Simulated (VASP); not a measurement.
# BN (P6_3/mmc) in VASP: further runs

The runs below take BN through single point, with PBE.

Program: VASP 6.6.1. These are calculated values, not measurements. Logs are shortened: lines on timing, memory, paths and dates and some standing lists are left out, and cuts for length are marked.

### Step 1. The cell of the first run

Symmetry: P6_3/mmc, No. 194, hexagonal system. Conventional cell: a = 2.512 Å, b = 2.512 Å, c = 8.343 Å, α = 90.00°, β = 90.00°, γ = 120.00°. B (site symmetry -6m2) has 3 N at 1.45 Å within 1.9 Å. N (site symmetry -6m2) has 3 B at 1.45 Å within 1.9 Å.

### Step 2. Single point, PBE

INCAR reads:

```
ALGO = Normal
EDIFF = 1E-7
ENCUT = 520
GGA = PE
ISIF = 2
ISMEAR = 0
LASPH = T
LCHARG = F
LREAL = Auto
LWAVE = F
NBANDS = 126
NELM = 60
PREC = Accurate
SIGMA = 0.01
```

KPOINTS reads:

```
k-points
0
Gamma
  2 2 2
```

POSCAR reads:

```
BN
1.0
    0.0000000000      0.0000000000      8.3431560662
    7.5365434625     -4.3512253968      0.0000000000
    0.0000000000      8.7024507937      0.0000000000
B N
24 24
Direct
    0.2500000000      0.0000000000      0.1666666667
    0.2500000000      0.5000000000      0.1666666667
    0.2500000000      0.3333333333      0.3333333333
    0.2500000000      0.1666666667      0.5000000000
    0.2500000000      0.0000000000      0.6666666667
    0.2500000000      0.8333333333      0.3333333333
    0.2500000000      0.6666666667      0.5000000000
    0.2500000000      0.5000000000      0.6666666667
    0.2500000000      0.3333333333      0.8333333333
    0.2500000000      0.1666666667      0.0000000000
    0.2500000000      0.8333333333      0.8333333333
    0.2500000000      0.6666666667      0.0000000000
    0.7500000000      0.1666666667      0.1666666667
    0.7500000000      0.6666666667      0.1666666667
    0.7500000000      0.5000000000      0.3333333333
    0.7500000000      0.3333333333      0.5000000000
    0.7500000000      0.1666666667      0.6666666667
    0.7500000000      0.0000000000      0.3333333333
    0.7500000000      0.8333333333      0.5000000000
    0.7500000000      0.6666666667      0.6666666667
    0.7500000000      0.5000000000      0.8333333333
    0.7500000000      0.3333333333      0.0000000000
    0.7500000000      0.0000000000      0.8333333333
    0.7500000000      0.8333333333      1.0000000000
    0.7500000000      0.0000000000      0.1666666667
    0.7500000000      0.5000000000      0.1666666667
    0.7500000000      0.3333333333      0.3333333333
    0.7500000000      0.1666666667      0.5000000000
    0.7500000000      0.0000000000      0.6666666667
    0.7500000000      0.8333333333      0.3333333333
    0.7500000000      0.6666666667      0.5000000000
    0.7500000000      0.5000000000      0.6666666667
    0.7500000000      0.3333333333      0.8333333333
    0.7500000000      0.1666666667      0.0000000000
    0.7500000000      0.8333333333      0.8333333333
    0.7500000000      0.6666666667      0.0000000000
    0.2500000000      0.1666666667      0.1666666667
    0.2500000000      0.6666666667      0.1666666667
    0.2500000000      0.5000000000      0.3333333333
    0.2500000000      0.3333333333      0.5000000000
    0.2500000000      0.1666666667      0.6666666667
    0.2500000000      0.0000000000      0.3333333333
    0.2500000000      0.8333333333      0.5000000000
    0.2500000000      0.6666666667      0.6666666667
    0.2500000000      0.5000000000      0.8333333333
    0.2500000000      0.3333333333      0.0000000000
    0.2500000000      0.0000000000      0.8333333333
    0.2500000000      0.8333333333      1.0000000000
```

Potentials or basis: VASP PAW PBE potentials, release 64 (B, N).

Started as:

```
$ cat potpaw_PBE.64/B/POTCAR potpaw_PBE.64/N/POTCAR > POTCAR
$ mpirun -np 1 vasp_std > vasp.out
```

OUTCAR:

```text
EDIFF = 1E-7
   ENCUT = 520
   GGA = PE
   ISIF = 2
   ISMEAR = 0
   LASPH = T
   LREAL = Auto
   NELM = 60
   PREC = Accurate

 ion  position               nearest neighbor table
   1  0.250  0.000  0.167-  42 1.45  37 1.45  48 1.45
   2  0.250  0.500  0.167-  39 1.45  38 1.45  46 1.45
   3  0.250  0.333  0.333-  37 1.45  39 1.45  40 1.45
   4  0.250  0.167  0.500-  40 1.45  41 1.45  42 1.45
   5  0.250  0.000  0.667-  47 1.45  41 1.45  43 1.45
   6  0.250  0.833  0.333-  38 1.45  42 1.45  43 1.45
[... 40 lines left out ...]
  47  0.250  0.000  0.833-   5 1.45  11 1.45  10 1.45
  48  0.250  0.833  0.000-  12 1.45  11 1.45   1 1.45

  LATTYP: Found a hexagonal cell.
 ALAT       =     8.7024507937
 C/A-ratio  =     0.9587133859

  Lattice vectors:

 A1 = (   7.5365434625,  -4.3512253968,   0.0000000000)
 A2 = (   0.0000000000,   8.7024507937,   0.0000000000)
 A3 = (   0.0000000000,   0.0000000000,   8.3431560662)

Analysis of symmetry for initial positions (statically):
=====================================================================
 Subroutine PRICEL returns following result:

  LATTYP: Found a hexagonal cell.
 ALAT       =     2.5121811547
 C/A-ratio  =     3.3210805880

  Lattice vectors:

 A1 = (  -2.5121811547,  -0.0000000009,   0.0000000000)
 A2 = (   1.2560905773,  -2.1756126980,   0.0000000000)
 A3 = (   0.0000000000,   0.0000000000,   8.3431560662)

  12 primitive cells build up your supercell.

 Routine SETGRP: Setting up the symmetry group for a
 hexagonal supercell.

 Subroutine GETGRP returns: Found 24 space group operations
 (whereof 12 operations were pure point group operations)
 out of a pool of 24 trial point group operations.

The static configuration has the point symmetry D_3d.
 The point group associated with its full space group is D_6h.

Analysis of symmetry for dynamics (positions and initial velocities):
=====================================================================
 Subroutine PRICEL returns following result:

  LATTYP: Found a hexagonal cell.
 ALAT       =     2.5121811547
 C/A-ratio  =     3.3210805880

  Lattice vectors:

 A1 = (  -2.5121811547,  -0.0000000009,   0.0000000000)
 A2 = (   1.2560905773,  -2.1756126980,   0.0000000000)
 A3 = (   0.0000000000,   0.0000000000,   8.3431560662)

  12 primitive cells build up your supercell.

 Routine SETGRP: Setting up the symmetry group for a
 hexagonal supercell.

 Subroutine GETGRP returns: Found 24 space group operations
 (whereof 12 operations were pure point group operations)
 out of a pool of 24 trial point group operations.

The dynamic configuration has the point symmetry D_3d.
 The point group associated with its full space group is D_6h.

 Subroutine INISYM returns: Found 24 space group operations
 (whereof 12 operations are pure point group operations),
 and found    12 'primitive' translations

----------------------------------------------------------------------------------------

                                     Primitive cell

  volume of cell :      45.5998

  direct lattice vectors                    reciprocal lattice vectors
    -2.512181155 -0.000000001  0.000000000    -0.398060465 -0.229820317  0.000000000
     1.256090577 -2.175612698  0.000000000     0.000000000 -0.459640634  0.000000000
     0.000000000  0.000000000  8.343156066     0.000000000  0.000000000  0.119858719

  length of vectors
     2.512181155  2.512181154  8.343156066     0.459640634  0.459640634  0.119858719

  position of ions in fractional coordinates (direct lattice)
     0.666666667  0.333333333  0.250000000
     0.333333333  0.666666667  0.750000000
     0.666666667  0.333333333  0.750000000
     0.333333333  0.666666667  0.250000000

  ion indices of the primitive-cell ions
   primitive index   ion index
                 1           1
                 2          18
                 3          25
                 4          42

----------------------------------------------------------------------------------------

 KPOINTS: k-points

Automatic generation of k-mesh.
 Grid dimensions read from file:
 generate k-points for:    2    2    2

 Generating k-lattice:

  Cartesian coordinates                     Fractional coordinates (reciprocal lattice)
     0.000000000  0.000000000  0.059929360     0.500000000  0.000000000  0.000000000
     0.066343411  0.000000000  0.000000000     0.000000000  0.500000000  0.000000000
     0.033171705  0.057455079  0.000000000     0.000000000  0.000000000  0.500000000

  Length of vectors
     0.059929360  0.066343411  0.066343411

  Shift w.r.t. Gamma in fractional coordinates (k-lattice)
     0.000000000  0.000000000  0.000000000

 Subroutine IBZKPT returns following result:
 ===========================================

 Found      4 irreducible k-points:

 Following reciprocal coordinates:
            Coordinates               Weight
  0.000000  0.000000  0.000000      1.000000
  0.500000  0.000000  0.000000      1.000000
  0.000000  0.500000  0.000000      3.000000
  0.500000  0.500000  0.000000      3.000000
   k-points           NKPTS =      4   k-points in BZ     NKDIM =      4   number of bands    NBANDS=    126
   number of dos      NEDOS =    301   number of ions     NIONS =     48
   total plane-waves  NPLWV = 313600
   dimension x,y,z NGX =    64 NGY =   70 NGZ =   70
   dimension x,y,z NGXF=   128 NGYF=  140 NGZF=  140
   ions per type =              24  24
   NGX,Y,Z   is equivalent  to a cutoff of  12.75, 13.37, 13.37 a.u.
   NGXF,Y,Z  is equivalent  to a cutoff of  25.51, 26.74, 26.74 a.u.
 SYSTEM =  unknown system
   PREC   = accura    normal or accurate (medium, high low for compatibility)
   ISTART =      0    job   : 0-new  1-cont  2-samecut
   ICHARG =      2    charge: 1-file 2-atom 10-const
   ISPIN  =      1    spin polarized calculation?
   LNONCOLLINEAR =      F non collinear calculations
   LSORBIT =      F    spin-orbit coupling
   LASPH  =      T    aspherical Exc in radial PAW
   ENCUT  =  520.0 eV  38.22 Ry    6.18 a.u.  15.51 16.18 16.18*2*pi/ulx,y,z
   NELM   =     60;   NELMIN=  2; NELMDL= -5     # of ELM steps
   EDIFF  = 0.1E-06   stopping-criterion for ELM
   LREAL  =      T    real-space projection
   EDIFFG = 0.1E-05   stopping-criterion for IOM
   NSW    =      0    number of steps for IOM
   IBRION =     -1    ionic relax: 0-MD 1-quasi-New 2-CG
   NFREE  =      0    steps in history (QN), initial steepest desc. (CG)
   ISIF   =      2    stress and relaxation
   ISYM   =      2    0-nonsym 1-usesym 2-fastsym
   POTIM  = 0.5000    time-step for ionic-motion
   TEBEG  =    0.0;   TEEND  =   0.0 temperature during run
   PSTRESS=    0.0 pullay stress
   NELECT =     192.0000    total number of electrons
   NUPDOWN=      -1.0000    fix difference up-down
   EMIN   =  10.00;   EMAX   =-10.00  energy-range for DOS
   EFERMI =   0.00;   METHOD = LEGACY
   ISMEAR =     0;   SIGMA  =   0.01  broadening in eV -4-tet -1-fermi 0-gaus
   EFERMI_NEDOS =   21; number of points for ismear=-14 and -15
   IALGO  =     38    algorithm
   IMIX   =      4    mixing-type and parameters
     AMIX     =   0.40;   BMIX     =  1.00
     AMIX_MAG =   1.60;   BMIX_MAG =  1.00
  volume/ion in A,a.u.               =      11.40        76.93
  Fermi-wavevector in a.u.,A,eV,Ry     =   1.154677  2.182023 18.140362  1.333279
  Thomas-Fermi vector in A             =   2.291312
   LORBIT       =      0    0 simple, 1 ext, 2 COOP (PROOUT), +10 PAW based schemes
   GGA     = PE    functional components
   LHFCALC =     F    Hartree Fock is set to
   AEXX    =    0.0000 exact exchange contribution
   IVDW    =     0    specifies the selected vdW correction
   LEPSILON=     F    determine dielectric tensor
   LRPA    =     F    only Hartree local field effects (RPA)
 non-spin polarized calculation
 Gauss-broadening in eV      SIGMA  =   0.01
  energy-cutoff  :      520.00
  volume of cell :      547.20
 maximum number of plane-waves:     14755
 NGX is ok and might be reduce to    64

 number of electron     191.9999981 magnetization

 Free energy of the ion-electron system (eV)
  ---------------------------------------------------
  ext. energy  EPLUGINS =         0.00000000
  ---------------------------------------------------
  free energy    TOTEN  =      -422.47124448 eV

  energy without entropy =     -422.47124448  energy(sigma->0) =     -422.47124448

 E-fermi :   0.6757     XC(G=0):  -8.5799

 val. band max:        0.6052470617   @ k =   0.5000   0.0000   0.0000
 cond. band min:       5.0004111286   @ k =   0.0000   0.0000   0.0000
 fundamental gap:      4.3951640669
 Fermi energy:         0.6756548240

 k-point     1 :       0.0000    0.0000    0.0000
  band No.  band energies     occupation
      1     -17.0266      2.00000
      2     -16.9856      2.00000
      3     -15.5210      2.00000
      4     -15.5210      2.00000
      5     -15.5210      2.00000
      6     -15.5210      2.00000
[... 100 lines left out ...]
    107       5.6151      0.00000
    108       7.5732      0.00000

 k-point     2 :       0.5000    0.0000    0.0000
  band No.  band energies     occupation
      1     -17.0061      2.00000
      2     -17.0061      2.00000
      3     -15.5056      2.00000
      4     -15.5056      2.00000
      5     -15.5056      2.00000
      6     -15.5056      2.00000
[... 100 lines left out ...]
    107       6.2897      0.00000
    108       6.2897      0.00000

 k-point     3 :       0.0000    0.5000    0.0000
  band No.  band energies     occupation
      1     -16.6308      2.00000
      2     -16.6308      2.00000
      3     -16.5924      2.00000
      4     -16.5924      2.00000
      5     -15.8782      2.00000
      6     -15.8782      2.00000
[... 100 lines left out ...]
    107       6.7030      0.00000
    108       6.7030      0.00000

 k-point     4 :       0.5000    0.5000    0.0000
  band No.  band energies     occupation
      1     -16.6117      2.00000
      2     -16.6117      2.00000
      3     -16.6117      2.00000
      4     -16.6117      2.00000
      5     -15.8615      2.00000
      6     -15.8615      2.00000
[... 100 lines left out ...]
    107       6.7951      0.00000
    108       6.7951      0.00000
 [bands above 108 left out]

------------------------ aborting loop because EDIFF is reached ----------------------------------------

  FORCE on cell =-STRESS in cart. coord.  units (eV):
  Direction    XX          YY          ZZ          XY          YZ          ZX
  --------------------------------------------------------------------------------------
  -------------------------------------------------------------------------------------
  Total        0.5354500      0.5354500     -0.2919966      0.0000000      0.0000000     -0.0000000
  in kB        1.5677808      1.5677808     -0.8549569      0.0000000      0.0000000     -0.0000000
  external PRESSURE =       0.7602016 kB  Pullay stress =       0.0000000 kB

 VOLUME and BASIS-vectors are now :
 -----------------------------------------------------------------------------
  energy-cutoff  :      520.00
  volume of cell :      547.20
      direct lattice vectors                 reciprocal lattice vectors
     0.000000000  0.000000000  8.343156066     0.000000000  0.000000000  0.119858719
     7.536543463 -4.351225397  0.000000000     0.132686822  0.000000000  0.000000000
     0.000000000  8.702450794  0.000000000     0.066343411  0.114910158  0.000000000

 POSITION                                       TOTAL-FORCE (eV/Angst)
 -----------------------------------------------------------------------------------
      0.00000      1.45041      2.08579         0.000000      0.000000      0.000000
      3.76827     -0.72520      2.08579        -0.000000     -0.000000      0.000000
      2.51218      1.45041      2.08579         0.000000     -0.000000      0.000000
      1.25609      3.62602      2.08579         0.000000     -0.000000      0.000000
      0.00000      5.80163      2.08579        -0.000000      0.000000      0.000000
      6.28045     -0.72520      2.08579        -0.000000      0.000000      0.000000
[... 40 lines left out ...]
      0.00000      7.25204      2.08579         0.000000      0.000000     -0.000000
      6.28045     -3.62602      2.08579         0.000000     -0.000000     -0.000000
 -----------------------------------------------------------------------------------
    total drift:                                0.000000     -0.000000      0.000000

  FREE ENERGIE OF THE ION-ELECTRON SYSTEM (eV)
  ---------------------------------------------------
  free  energy   TOTEN  =      -422.4712444849 eV

  energy  without entropy=     -422.4712444849  energy(sigma->0) =     -422.47124448
```

Wall time 13 min (1 thread of Intel Xeon Platinum 8375C at 2.90GHz (Ice Lake), shared host); peak memory 0.7 GiB.

What came out:

| Item | Value |
| --- | --- |
| Free energy | -422.4712 eV |
| Pressure | 0.1 GPa |
| Band gap on the k mesh | 4.40 eV |

Levels at points of the mesh, in eV from the valence-band top:
```tsv
k point	band 92	band 93	band 94	band 95	band 96	band 97	band 98	band 99	band 100	band 101
(0.00, 0.00, 0.00)	-0.78	0.00	0.00	0.00	0.00	4.40	4.57	4.57	4.57	4.67
(0.50, 0.00, 0.00)	-0.90	0.00	0.00	0.00	0.00	4.65	4.65	4.65	4.65	4.76
(0.00, 0.50, 0.00)	-0.94	-0.64	-0.64	-0.44	-0.44	4.69	4.69	4.96	4.96	5.08
(0.50, 0.50, 0.00)	-1.11	-0.54	-0.54	-0.54	-0.54	4.81	4.81	4.81	4.81	5.69
```

Caveat: this functional lacks dispersion, which binds the layers, so the pressure and a relaxed spacing across them are unreliable.

### Step 3. Single point, PBE

This run uses another cell than the first one: it holds 4 atoms, not 48.

INCAR reads:

```
SYSTEM = BN
PREC = Accurate
ENCUT = 520
EDIFF = 1E-6
ISMEAR = 0
SIGMA = 0.02
LREAL = .FALSE.
LASPH = .TRUE.
NELM = 60
ALGO = Normal
ISIF = 2
LWAVE = .FALSE.
LCHARG = .TRUE.
GGA = PE
LELF = .TRUE.
LVHAR = .TRUE.
NBANDS = 16
```

KPOINTS reads:

```
Automatic mesh
0
G
  12 12 4
  0 0 0
```

POSCAR reads:

```
BN
1.0
    2.4722427913      0.0000000000      0.0000000000
   -1.2361213956      2.1410250616      0.0000000000
    0.0000000000      0.0000000000      5.2877248609
B N
2 2
Direct
    0.3333333333      0.6666666667      0.2500000000
    0.6666666667      0.3333333333      0.7500000000
    0.3333333333      0.6666666667      0.7500000000
    0.6666666667      0.3333333333      0.2500000000
```

Potentials or basis: VASP PAW PBE potentials, release 64 (B, N).

Started as:

```
$ cat potpaw_PBE.64/B/POTCAR potpaw_PBE.64/N/POTCAR > POTCAR
$ mpirun -np 1 vasp_std > vasp.out
```

Run time: 16 s. Hardware: 1 thread of Intel Xeon 6975P-C, shared host; peak memory 0.14 GiB.

It converged, with:

```yaml
Free_energy: -34.6017 eV
Pressure: 25.1 GPa
Band_gap_on_the_k_mesh: 3.89 eV, indirect (least direct gap 4.36 eV)
```

Stress tensor (GPa, compression positive):
```
25.26  0.00  0.00
 0.00 25.26  0.00
 0.00  0.00 24.84
```

Levels at points of the mesh, in eV from the valence-band top:
```
           k point  band 4  band 5  band 6  band 7  band 8  band 9  band 10  band 11  band 12  band 13
(0.00, 0.00, 0.00)   -2.57   -1.72   -1.72   -1.45   -1.45    7.34    11.24    11.24    11.86    11.86
(0.50, 0.00, 0.00)   -9.21   -4.71   -4.30   -2.97   -0.39    4.12     7.09     9.51    10.14    14.25
(0.00, 0.00, 0.50)   -5.72   -1.59   -1.59   -1.59   -1.59   10.77    10.77    11.53    11.53    11.53
(0.50, 0.00, 0.50)   -9.47   -4.51   -4.51   -1.30   -1.30    4.50     4.50    10.10    10.10    15.26
```

(Continued in part 2 of 2.)
